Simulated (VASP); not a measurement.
# Ge (I4_1/amd) in VASP: further runs

Ge is run at these levels: PBEsol; tasks: single point.

Everything below comes from runs of VASP 6.6.1. Logs are shortened: lines on timing, memory, paths and dates and some standing lists are left out, and cuts for length are marked.

## (1) The cell of the first run

It takes space group I4_1/amd (No. 141, tetragonal). The conventional cell has a = 4.073 Å, b = 4.073 Å, c = 5.334 Å, α = 90.00°, β = 90.00°, γ = 90.00°. Ge (site symmetry -4m2) has 4 Ge at 2.43 Å within 3.2 Å.

## (2) Single point, PBEsol (uniaxial strain along c: -6.0 %)

INCAR

```
SYSTEM = Ge
PREC = Accurate
ENCUT = 520
EDIFF = 1E-7
ISMEAR = 0
SIGMA = 0.1
LREAL = .FALSE.
LASPH = .TRUE.
NELM = 60
ALGO = Fast
ISIF = 2
LWAVE = .FALSE.
LCHARG = .FALSE.
GGA = PS
NBANDS = 36
```

KPOINTS

```
regular mesh
0
G
  14 14 10
  0 0 0
```

POSCAR

```
Ge
1.0
    2.8799885140      2.8799885140      0.0000000000
   -2.8799885140      2.8799885140      0.0000000000
    0.0000000000      0.0000000000      5.3343629619
Ge
4
Direct
    0.5000000000      0.5000000000      0.5000000000
    0.5000000000      0.0000000000      0.2500000000
    0.0000000000      0.0000000000      0.0000000000
    0.0000000000      0.5000000000      0.7500000000
```

Potentials or basis: VASP PAW PBE potentials, release 64 (Ge_d).

Command:

```sh
> cat potpaw_PBE.64/Ge_d/POTCAR > POTCAR
> mpirun -np 1 vasp_std > vasp.out
```

OUTCAR:

```text
SYSTEM = Ge
   PREC = Accurate
   ENCUT = 520
   EDIFF = 1E-7
   ISMEAR = 0
   LREAL = .FALSE.
   LASPH = .TRUE.
   NELM = 60
   ISIF = 2
   GGA = PS

 ion  position               nearest neighbor table
   1  0.500  0.500  0.500-   2 2.43   4 2.43   2 2.43   4 2.43
   2  0.500  0.000  0.250-   1 2.43   3 2.43   1 2.43   3 2.43
   3  0.000  0.000  0.000-   2 2.43   4 2.43   4 2.43   2 2.43
   4  0.000  0.500  0.750-   1 2.43   3 2.43   3 2.43   1 2.43

  LATTYP: Found a simple tetragonal cell.
 ALAT       =     4.0729188160
 C/A-ratio  =     1.3097150233

  Lattice vectors:

 A1 = (   2.8799885140,   2.8799885140,   0.0000000000)
 A2 = (  -2.8799885140,   2.8799885140,   0.0000000000)
 A3 = (   0.0000000000,   0.0000000000,   5.3343629619)

Analysis of symmetry for initial positions (statically):
=====================================================================
 Subroutine PRICEL returns following result:

  LATTYP: Found a body centered tetragonal cell.
 ALAT       =     4.0729188160
 C/A-ratio  =     1.3097150233

  Lattice vectors:

 A1 = (   0.0000000000,  -2.8799885140,  -2.6671814810)
 A2 = (   0.0000000000,   2.8799885140,  -2.6671814810)
 A3 = (   2.8799885140,   0.0000000000,   2.6671814810)

   2 primitive cells build up your supercell.

 Routine SETGRP: Setting up the symmetry group for a
 simple tetragonal supercell.

 Subroutine GETGRP returns: Found 16 space group operations
 (whereof  8 operations were pure point group operations)
 out of a pool of 16 trial point group operations.

The static configuration has the point symmetry D_2d.
 The point group associated with its full space group is D_4h.

Analysis of symmetry for dynamics (positions and initial velocities):
=====================================================================
 Subroutine PRICEL returns following result:

  LATTYP: Found a body centered tetragonal cell.
 ALAT       =     4.0729188160
 C/A-ratio  =     1.3097150233

  Lattice vectors:

 A1 = (   0.0000000000,  -2.8799885140,  -2.6671814810)
 A2 = (   0.0000000000,   2.8799885140,  -2.6671814810)
 A3 = (   2.8799885140,   0.0000000000,   2.6671814810)

   2 primitive cells build up your supercell.

 Routine SETGRP: Setting up the symmetry group for a
 simple tetragonal supercell.

 Subroutine GETGRP returns: Found 16 space group operations
 (whereof  8 operations were pure point group operations)
 out of a pool of 16 trial point group operations.

The dynamic configuration has the point symmetry D_2d.
 The point group associated with its full space group is D_4h.

 Subroutine INISYM returns: Found 16 space group operations
 (whereof  8 operations are pure point group operations),
 and found     2 'primitive' translations

----------------------------------------------------------------------------------------

                                     Primitive cell

  volume of cell :      44.2450

  direct lattice vectors                    reciprocal lattice vectors
     0.000000000 -2.879988514 -2.667181481     0.173611804 -0.173611804 -0.187463809
     0.000000000  2.879988514 -2.667181481     0.173611804  0.173611804 -0.187463809
     2.879988514  0.000000000  2.667181481     0.347223607  0.000000000  0.000000000

  length of vectors
     3.925326852  3.925326852  3.925326852     0.308909042  0.308909042  0.347223607

  position of ions in fractional coordinates (direct lattice)
     0.000000000  0.000000000  0.000000000
     0.750000000  0.250000000  0.500000000

  ion indices of the primitive-cell ions
   primitive index   ion index
                 1           1
                 2           2

----------------------------------------------------------------------------------------

 KPOINTS: regular mesh

Automatic generation of k-mesh.
 Grid dimensions read from file:
 generate k-points for:   14   14   10

 Generating k-lattice:

  Cartesian coordinates                     Fractional coordinates (reciprocal lattice)
     0.012400843  0.012400843  0.000000000     0.071428571  0.000000000  0.000000000
    -0.012400843  0.012400843  0.000000000     0.000000000  0.071428571  0.000000000
     0.000000000  0.000000000  0.018746381     0.000000000  0.000000000  0.100000000

  Length of vectors
     0.017537441  0.017537441  0.018746381

  Shift w.r.t. Gamma in fractional coordinates (k-lattice)
     0.000000000  0.000000000  0.000000000

 Subroutine IBZKPT returns following result:
 ===========================================

 Found    216 irreducible k-points:

 Following reciprocal coordinates:
            Coordinates               Weight
  0.000000  0.000000  0.000000      1.000000
  0.071429  0.000000  0.000000      4.000000
  0.142857  0.000000  0.000000      4.000000
  0.214286  0.000000  0.000000      4.000000
  0.285714  0.000000  0.000000      4.000000
  0.357143  0.000000  0.000000      4.000000
[... 16 lines left out ...]
  0.285714  0.214286  0.000000      8.000000
  0.357143  0.214286  0.000000      8.000000
 [... further k-points ...]
   k-points           NKPTS =    216   k-points in BZ     NKDIM =    216   number of bands    NBANDS=     36
   number of dos      NEDOS =    301   number of ions     NIONS =      4
   total plane-waves  NPLWV =  36000
   dimension x,y,z NGX =    30 NGY =   30 NGZ =   40
   dimension x,y,z NGXF=    60 NGYF=   60 NGZF=   80
   ions per type =               4
   NGX,Y,Z   is equivalent  to a cutoff of  12.25, 12.25, 12.47 a.u.
   NGXF,Y,Z  is equivalent  to a cutoff of  24.49, 24.49, 24.93 a.u.
 SYSTEM =  Ge
   PREC   = accura    normal or accurate (medium, high low for compatibility)
   ISTART =      0    job   : 0-new  1-cont  2-samecut
   ICHARG =      2    charge: 1-file 2-atom 10-const
   ISPIN  =      1    spin polarized calculation?
   LNONCOLLINEAR =      F non collinear calculations
   LSORBIT =      F    spin-orbit coupling
   LASPH  =      T    aspherical Exc in radial PAW
   ENCUT  =  520.0 eV  38.22 Ry    6.18 a.u.   7.57  7.57  9.92*2*pi/ulx,y,z
   NELM   =     60;   NELMIN=  2; NELMDL= -5     # of ELM steps
   EDIFF  = 0.1E-06   stopping-criterion for ELM
   LREAL  =      F    real-space projection
   EDIFFG = 0.1E-05   stopping-criterion for IOM
   NSW    =      0    number of steps for IOM
   IBRION =     -1    ionic relax: 0-MD 1-quasi-New 2-CG
   NFREE  =      0    steps in history (QN), initial steepest desc. (CG)
   ISIF   =      2    stress and relaxation
   ISYM   =      2    0-nonsym 1-usesym 2-fastsym
   POTIM  = 0.5000    time-step for ionic-motion
   TEBEG  =    0.0;   TEEND  =   0.0 temperature during run
   PSTRESS=    0.0 pullay stress
   NELECT =      56.0000    total number of electrons
   NUPDOWN=      -1.0000    fix difference up-down
   EMIN   =  10.00;   EMAX   =-10.00  energy-range for DOS
   EFERMI =   0.00;   METHOD = LEGACY
   ISMEAR =     0;   SIGMA  =   0.10  broadening in eV -4-tet -1-fermi 0-gaus
   EFERMI_NEDOS =   21; number of points for ismear=-14 and -15
   IALGO  =     68    algorithm
   IMIX   =      4    mixing-type and parameters
     AMIX     =   0.40;   BMIX     =  1.00
     AMIX_MAG =   1.60;   BMIX_MAG =  1.00
  volume/ion in A,a.u.               =      22.12       149.29
  Fermi-wavevector in a.u.,A,eV,Ry     =   1.405528  2.656063 26.878429  1.975509
  Thomas-Fermi vector in A             =   2.527980
   LORBIT       =      0    0 simple, 1 ext, 2 COOP (PROOUT), +10 PAW based schemes
   GGA     = PS    functional components
   LHFCALC =     F    Hartree Fock is set to
   AEXX    =    0.0000 exact exchange contribution
   IVDW    =     0    specifies the selected vdW correction
   LEPSILON=     F    determine dielectric tensor
   LRPA    =     F    only Hartree local field effects (RPA)
 non-spin polarized calculation
 RMM-DIIS sequential band-by-band and
 Gauss-broadening in eV      SIGMA  =   0.10
  energy-cutoff  :      520.00
  volume of cell :       88.49
 maximum number of plane-waves:      2407
   NGX = 15   NGY = 15   NGZ = 19

 number of electron      55.9999892 magnetization

 Free energy of the ion-electron system (eV)
  ---------------------------------------------------
  ext. energy  EPLUGINS =         0.00000000
  ---------------------------------------------------
  free energy    TOTEN  =       -19.65903566 eV

  energy without entropy =      -19.65817893  energy(sigma->0) =      -19.65860730

 E-fermi :   5.1610     XC(G=0): -10.2461

 val. band max:        5.1315521657   @ k =   0.0000   0.0000   0.1000
 cond. band min:       5.1789431736   @ k =   0.5000   0.0000   0.5000
 fundamental gap:      0.0473910079
 Fermi energy:         5.1610061665

 k-point     1 :       0.0000    0.0000    0.0000
  band No.  band energies     occupation
      1     -19.7293      2.00000
      2     -19.7293      2.00000
      3     -19.7233      2.00000
      4     -19.7016      2.00000
      5     -19.7016      2.00000
      6     -19.6753      2.00000
[... 28 lines left out ...]
     35      11.3836      0.00000
     36      13.8708      0.00000

 k-point     2 :       0.0714    0.0000    0.0000
  band No.  band energies     occupation
      1     -19.7342      2.00000
      2     -19.7295      2.00000
      3     -19.7244      2.00000
      4     -19.7054      2.00000
      5     -19.7034      2.00000
      6     -19.6704      2.00000
[... 28 lines left out ...]
     35      11.6126      0.00000
     36      13.4532      0.00000

 k-point     3 :       0.1429    0.0000    0.0000
  band No.  band energies     occupation
      1     -19.7446      2.00000
      2     -19.7302      2.00000
      3     -19.7276      2.00000
      4     -19.7125      2.00000
      5     -19.7062      2.00000
      6     -19.6597      2.00000
[... 28 lines left out ...]
     35      12.2335      0.00000
     36      12.8612      0.00000
[... 742 lines left out ...]
 k-point    23 :       0.2857    0.2143    0.0000
  band No.  band energies     occupation
      1     -19.7593      2.00000
      2     -19.7515      2.00000
      3     -19.7426      2.00000
      4     -19.7274      2.00000
      5     -19.7164      2.00000
      6     -19.6339      2.00000
[... 28 lines left out ...]
     35      10.1424      0.00000
     36      11.4670      0.00000

 k-point    24 :       0.3571    0.2143    0.0000
  band No.  band energies     occupation
      1     -19.7621      2.00000
      2     -19.7496      2.00000
      3     -19.7478      2.00000
      4     -19.7338      2.00000
      5     -19.7083      2.00000
      6     -19.6380      2.00000
[... 28 lines left out ...]
     35      11.0358      0.00000
     36      12.0772      0.00000

 [... further k-points ...]
[... 5 lines left out ...]
  --------------------------------------------------------------------------------------
  -------------------------------------------------------------------------------------
  Total        0.3715268      0.3715268      2.9216814      0.0000000      0.0000000      0.0000000
  in kB        6.7267704      6.7267704     52.8992318      0.0000000      0.0000000      0.0000000
  external PRESSURE =      22.1175908 kB  Pullay stress =       0.0000000 kB

 VOLUME and BASIS-vectors are now :
 -----------------------------------------------------------------------------
  energy-cutoff  :      520.00
  volume of cell :       88.49
      direct lattice vectors                 reciprocal lattice vectors
     2.879988514  2.879988514  0.000000000     0.173611804  0.173611804  0.000000000
    -2.879988514  2.879988514  0.000000000    -0.173611804  0.173611804  0.000000000
     0.000000000  0.000000000  5.334362962     0.000000000  0.000000000  0.187463809

 POSITION                                       TOTAL-FORCE (eV/Angst)
 -----------------------------------------------------------------------------------
      0.00000      2.87999      2.66718        -0.000000     -0.000000      0.000000
      1.43999      1.43999      1.33359         0.000000      0.000000     -0.000000
      0.00000      0.00000      0.00000         0.000000      0.000000      0.000000
     -1.43999      1.43999      4.00077        -0.000000     -0.000000     -0.000000
 -----------------------------------------------------------------------------------
    total drift:                               -0.000000      0.000000     -0.000000

  FREE ENERGIE OF THE ION-ELECTRON SYSTEM (eV)
  ---------------------------------------------------
  free  energy   TOTEN  =       -19.6590356610 eV

  energy  without entropy=      -19.6581789291  energy(sigma->0) =      -19.65860730
```

Wall time 15 min (1 thread of Oxide Virtual Turin-like, shared host); peak memory 0.51 GiB.

What came out:

* Free energy: -19.6590 eV
* Pressure: 2.2 GPa
* Band gap on the k mesh: zero (bands 28 and 29 overlap by 0.19 eV)

Caveat: the cell differs from its parent crystal (uniaxial strain along c: -6.0 %); semilocal functionals underestimate gaps, and a narrow one can read as zero; the PAW data sets were made with another functional, which shifts forces and pressure a little.

## (3) Single point, PBEsol (uniaxial strain along c: -6.0 %, then relaxed in part)

INCAR

```
PREC = Accurate
ENCUT = 520
EDIFF = 1E-6
ISMEAR = 0
SIGMA = 0.1
LREAL = F
LASPH = T
NELM = 60
ALGO = Fast
ISIF = 2
LWAVE = F
LCHARG = F
GGA = PS
NBANDS = 36
```

KPOINTS

```
regular mesh
0
Gamma
  14 14 10
```

Changes to POSCAR since step 2:

```diff
@@ -2,4 +2,4 @@
 1.0
-    2.8799885140      2.8799885140      0.0000000000
-   -2.8799885140      2.8799885140      0.0000000000
+    2.8928607238      2.8928607238      0.0000000000
+   -2.8928607238      2.8928607238      0.0000000000
     0.0000000000      0.0000000000      5.3343629619
```

Potentials or basis: VASP PAW PBE potentials, release 64 (Ge_d).

Command:

```sh
> cat potpaw_PBE.64/Ge_d/POTCAR > POTCAR
> mpirun -np 1 vasp_std > vasp.out
```

OUTCAR:

```text
PREC = Accurate
   ENCUT = 520
   EDIFF = 1E-6
   ISMEAR = 0
   LREAL = F
   LASPH = T
   NELM = 60
   ISIF = 2
   GGA = PS

 ion  position               nearest neighbor table
   1  0.500  0.500  0.500-   2 2.44   4 2.44   2 2.44   4 2.44
   2  0.500  0.000  0.250-   1 2.44   3 2.44   1 2.44   3 2.44
   3  0.000  0.000  0.000-   2 2.44   4 2.44   4 2.44   2 2.44
   4  0.000  0.500  0.750-   1 2.44   3 2.44   3 2.44   1 2.44

  LATTYP: Found a simple tetragonal cell.
 ALAT       =     4.0911228697
 C/A-ratio  =     1.3038872534

  Lattice vectors:

 A1 = (   2.8928607238,   2.8928607238,   0.0000000000)
 A2 = (  -2.8928607238,   2.8928607238,   0.0000000000)
 A3 = (   0.0000000000,   0.0000000000,   5.3343629619)

Analysis of symmetry for initial positions (statically):
=====================================================================
 Subroutine PRICEL returns following result:

  LATTYP: Found a body centered tetragonal cell.
 ALAT       =     4.0911228697
 C/A-ratio  =     1.3038872534

  Lattice vectors:

 A1 = (   0.0000000000,  -2.8928607238,  -2.6671814810)
 A2 = (   0.0000000000,   2.8928607238,  -2.6671814809)
 A3 = (   2.8928607238,   0.0000000000,   2.6671814809)

   2 primitive cells build up your supercell.

 Routine SETGRP: Setting up the symmetry group for a
 simple tetragonal supercell.

 Subroutine GETGRP returns: Found 16 space group operations
 (whereof  8 operations were pure point group operations)
 out of a pool of 16 trial point group operations.

The static configuration has the point symmetry D_2d.
 The point group associated with its full space group is D_4h.

Analysis of symmetry for dynamics (positions and initial velocities):
=====================================================================
 Subroutine PRICEL returns following result:
[... 131 lines left out ...]
   PSTRESS=    0.0 pullay stress
   NELECT =      56.0000    total number of electrons
   NUPDOWN=      -1.0000    fix difference up-down
   EMIN   =  10.00;   EMAX   =-10.00  energy-range for DOS
   EFERMI =   0.00;   METHOD = LEGACY
   ISMEAR =     0;   SIGMA  =   0.10  broadening in eV -4-tet -1-fermi 0-gaus
   EFERMI_NEDOS =   21; number of points for ismear=-14 and -15
   IALGO  =     68    algorithm
   IMIX   =      4    mixing-type and parameters
     AMIX     =   0.40;   BMIX     =  1.00
     AMIX_MAG =   1.60;   BMIX_MAG =  1.00
  volume/ion in A,a.u.               =      22.32       150.63
  Fermi-wavevector in a.u.,A,eV,Ry     =   1.401355  2.648178 26.719081  1.963797
  Thomas-Fermi vector in A             =   2.524225
   LORBIT       =      0    0 simple, 1 ext, 2 COOP (PROOUT), +10 PAW based schemes
   GGA     = PS    functional components
   LHFCALC =     F    Hartree Fock is set to
   AEXX    =    0.0000 exact exchange contribution
   IVDW    =     0    specifies the selected vdW correction
   LEPSILON=     F    determine dielectric tensor
   LRPA    =     F    only Hartree local field effects (RPA)
 non-spin polarized calculation
 RMM-DIIS sequential band-by-band and
 Gauss-broadening in eV      SIGMA  =   0.10
  energy-cutoff  :      520.00
  volume of cell :       89.28
 maximum number of plane-waves:      2432
   NGX = 15   NGY = 15   NGZ = 19

 number of electron      55.9999927 magnetization

 Free energy of the ion-electron system (eV)
  ---------------------------------------------------
  ext. energy  EPLUGINS =         0.00000000
  ---------------------------------------------------
  free energy    TOTEN  =       -19.66073180 eV

  energy without entropy =      -19.65976936  energy(sigma->0) =      -19.66025058

 E-fermi :   5.0641     XC(G=0): -10.2044

 val. band max:        5.0535465017   @ k =   0.5000   0.0000   0.5000
 cond. band min:       5.0686193385   @ k =   0.0000   0.0000   0.0000
 fundamental gap:      0.0150728367
 Fermi energy:         5.0641464409

 k-point     1 :       0.0000    0.0000    0.0000
  band No.  band energies     occupation
      1     -19.8032      2.00000
      2     -19.8032      2.00000
      3     -19.7987      2.00000
      4     -19.7765      2.00000
      5     -19.7765      2.00000
      6     -19.7510      2.00000
[... 925 lines left out ...]
     35      10.8738      0.00000
     36      11.9697      0.00000

 [... further k-points ...]
[... 5 lines left out ...]
  --------------------------------------------------------------------------------------
  -------------------------------------------------------------------------------------
  Total       -0.0925446     -0.0925446      2.5862543      0.0000000      0.0000000      0.0000000
  in kB       -1.6607110     -1.6607110     46.4102813      0.0000000      0.0000000      0.0000000
  external PRESSURE =      14.3629531 kB  Pullay stress =       0.0000000 kB

 VOLUME and BASIS-vectors are now :
 -----------------------------------------------------------------------------
  energy-cutoff  :      520.00
  volume of cell :       89.28
      direct lattice vectors                 reciprocal lattice vectors
     2.892860724  2.892860724  0.000000000     0.172839292  0.172839292  0.000000000
    -2.892860724  2.892860724  0.000000000    -0.172839292  0.172839292  0.000000000
     0.000000000  0.000000000  5.334362962     0.000000000  0.000000000  0.187463809

 POSITION                                       TOTAL-FORCE (eV/Angst)
 -----------------------------------------------------------------------------------
      0.00000      2.89286      2.66718         0.000000      0.000000     -0.000000
      1.44643      1.44643      1.33359        -0.000000      0.000000     -0.000000
      0.00000      0.00000      0.00000        -0.000000     -0.000000      0.000000
     -1.44643      1.44643      4.00077         0.000000      0.000000     -0.000000
 -----------------------------------------------------------------------------------
    total drift:                               -0.000000      0.000000     -0.000000

  FREE ENERGIE OF THE ION-ELECTRON SYSTEM (eV)
  ---------------------------------------------------
  free  energy   TOTEN  =       -19.6607317975 eV

  energy  without entropy=      -19.6597693578  energy(sigma->0) =      -19.66025058
```

Run time: 13 min. Hardware: 1 thread of Oxide Virtual Turin-like, shared host; peak memory 0.5 GiB.

Results:

```yaml
Free_energy: -19.6607 eV
Pressure: 1.4 GPa
Band_gap_on_the_k_mesh: zero (bands 28 and 29 overlap by 0.19 eV)
```

Caveat: the cell differs from its parent crystal (uniaxial strain along c: -6.0 %, then relaxed in part); semilocal functionals underestimate gaps, and a narrow one can read as zero; the PAW data sets were made with another functional, which shifts forces and pressure a little.

The gap in the log of VASP goes by the Fermi energy; the results here count the filled bands.